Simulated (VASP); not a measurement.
A run of VASP 6.6.1:

INCAR

```
PREC = Accurate
ENCUT = 520
EDIFF = 1E-6
ISMEAR = 0
SIGMA = 0.15
LREAL = F
LASPH = T
NELM = 60
ALGO = Normal
ISIF = 2
LWAVE = F
LCHARG = T
GGA = PS
LELF = T
LVHAR = T
NBANDS = 22
```

File KPOINTS:

```
Automatic mesh
0
Gamma
  8 8 8
```

File POSCAR:

```
InSb3
1.0
    4.6811776833      0.0550865859      0.0550865859
    0.0550865859      4.6811776833      0.0550865859
    0.0550865859      0.0550865859      4.6811776833
In Sb
1 3
Direct
    0.0000000000      0.0000000000      0.0000000000
    0.5000000000      0.0000000000      0.5000000000
    0.0000000000      0.5000000000      0.5000000000
    0.5000000000      0.5000000000      0.0000000000
```

Potentials or basis: VASP PAW PBE potentials, release 64 (In_d, Sb).

Launch:

```sh
$ cat potpaw_PBE.64/In_d/POTCAR potpaw_PBE.64/Sb/POTCAR > POTCAR
$ mpirun -np 1 vasp_std > vasp.out
```

Hardware: 1 thread of Intel Xeon 8259CL, on a shared host.

**Question.** Estimate the wall time of this run.

**Answer.** Wall time 120 s on 1 thread of Intel Xeon 8259CL, with other jobs on the host, peak memory 0.29 GiB. Counts: scf iterations 10, k points 65.
